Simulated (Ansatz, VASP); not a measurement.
Co: VASP beside Ansatz

The input INCAR:

```
SYSTEM = Co
ALGO     = Normal         ! electronic algorithm
EDIFF    = 1E-6           ! SCF threshold, eV
ENCUT    = 520            ! plane-wave cutoff, eV
ISIF     = 2              ! what is computed and relaxed
ISMEAR   = -1             ! smearing method
ISPIN    = 2              ! spin polarisation
LASPH    = .True.         ! aspherical terms in the spheres
LCHARG   = .False.        ! write CHGCAR
LMAXMIX  = 4              ! l up to which the mixer works
LORBIT   = 11             ! projections on sites
LREAL    = .False.        ! projectors in reciprocal space
LWAVE    = .False.        ! write WAVECAR
MAGMOM   = 1.683          ! initial moments
NBANDS   = 14             ! bands
NELM     = 150            ! most SCF steps
PREC     = Accurate       ! precision mode
SIGMA    = 0.05           ! smearing width, eV
```

KPOINTS

```
k-points
0
Gamma
  18 18 18
  0 0 0
```

File POSCAR:

```
Co
1.0
   -1.3095208073      1.3095208073      1.3095208073
    1.3095208073     -1.3095208073      1.3095208073
    1.3095208073      1.3095208073     -1.3095208073
Co
1
Direct
    0.0000000000      0.0000000000      0.0000000000
```

Input for Ansatz:

```yaml
crystal:
  lattice:
    - [-1.3095208073, 1.3095208073, 1.3095208073]
    - [1.3095208073, -1.3095208073, 1.3095208073]
    - [1.3095208073, 1.3095208073, -1.3095208073]
  atoms:
    - { symbol: Co, position: [0.0, 0.0, 0.0], spin: 1.683 }
hamiltonian:
  xc: lda
  pseudopotentials:
    kind: paw
    azcp:
      Co: "pseudopotentials/Co.paw.azcp"
basis:
  ecutwfc: 420
  fft_grid_basis: typed
kpoints:
  mp_grid: { grid: [18, 18, 18], shift: [0, 0, 0] }
magnetization:
  spin_polarized: true
scf:
  occupations: { method: fermi_dirac, width: 0.05 }
  lower_state_search: "off"
output:
  stress: true
```

Alike in both runs: task single point; functional LDA; k mesh 18 × 18 × 18; occupations fermi-dirac, width 0.05 eV; collinear spin.

```csv
,VASP,Ansatz
version,VASP 6.6.1,Ansatz 0.2.0
potentials or method,"VASP PAW LDA potentials, release 64 (Co), cutoff 520 eV","plane waves (420 eV) with PAW, scalar-relativistic"
valence electrons in the cell,9,17
```

```csv
,VASP,Ansatz,Ansatz less VASP
net moment per atom (μB),1.48,1.55,+0.066
size of the moment on the site where the two differ most (μB),1.46,1.57,+0.105
```

Ansatz warns that its potentials were made for another functional, while VASP's fit it. LDA's correlation is that of Perdew and Zunger in VASP and of Perdew and Wang (1992) in Ansatz. Site moments also hang on the region over which each program counts them. VASP's potentials hold 9 valence electrons a cell and Ansatz's 17, so a difference there can come from the potentials and not from the codes.
